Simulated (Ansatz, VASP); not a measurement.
GaP in VASP and in Ansatz

Contents of INCAR:

```
PREC     = Accurate       # precision mode
ENCUT    = 450            # plane-wave cutoff, eV
EDIFF    = 1E-7           # SCF threshold, eV
ISMEAR   = 0              # smearing method
SIGMA    = 0.02           # smearing width, eV
LREAL    = F              # projectors in reciprocal space
LASPH    = T              # aspherical terms in the spheres
NELM     = 120            # most SCF steps
ALGO     = Normal         # electronic algorithm
ISIF     = 2              # what is computed and relaxed
LWAVE    = F              # write WAVECAR
LCHARG   = F              # write CHGCAR
GGA      = PE             # functional
IBRION   = 2              # ionic algorithm
NSW      = 60             # ionic steps
EDIFFG   = -0.002         # ionic threshold
GGA_COMPAT= F            
NELMIN   = 4
```

Contents of KPOINTS:

```
regular mesh
0
Gamma
  8 8 8
```

POSCAR

```
GaP
1.0
    0.0000000000      2.7805117468      2.7364640360
    2.7805117468      0.0000000000      2.7364640360
    2.7805117468      2.7805117468      0.0000000000
Ga P
1 1
Direct
    0.0000000000      0.0000000000      0.0000000000
    0.2500000000      0.2500000000      0.2500000000
```

Input for Ansatz:

```yaml
crystal:
  lattice:
    - [0.0, 2.7805117468, 2.736464036]
    - [2.7805117468, 0.0, 2.736464036]
    - [2.7805117468, 2.7805117468, 0.0]
  atoms:
    - { symbol: Ga, position: [0.0, 0.0, 0.0] }
    - { symbol: P, position: [0.25, 0.25, 0.25] }
basis:
  ecutwfc: 420
kpoints:
  mp_grid: { grid: [8, 8, 8] }
hamiltonian:
  xc: pbe
scf:
  occupations: { method: gaussian, width: 0.02 }
output:
  forces: true
  stress: true
  eigenvalues: true
relax:
  adjacent_minimum: "off"
  f_tol: 0.002
  max_steps: 40
```

Change from the starting cell: strained cell.

Alike in both runs: task relaxation of the atoms; functional PBE; k mesh 8 × 8 × 8; occupations gaussian, width 0.02 eV; no spin polarisation.

|  | VASP | Ansatz |
| --- | --- | --- |
| version | VASP 6.6.1 | Ansatz 0.2.0 |
| potentials or method | VASP PAW PBE potentials, release 64 (Ga_d, P), cutoff 450 eV | scalar-relativistic, plane waves, PAW |
| valence electrons in the cell | 18 | 18 |

```tsv
	VASP	Ansatz	Ansatz less VASP
gap on the k mesh at the Fermi level, each at its own relaxed structure (eV)	1.40	1.41	+0.003
```

Ansatz's warnings: stress scf threshold loose.

Noted on VASP's run: the relaxation stopped at its first step, so nothing moved.
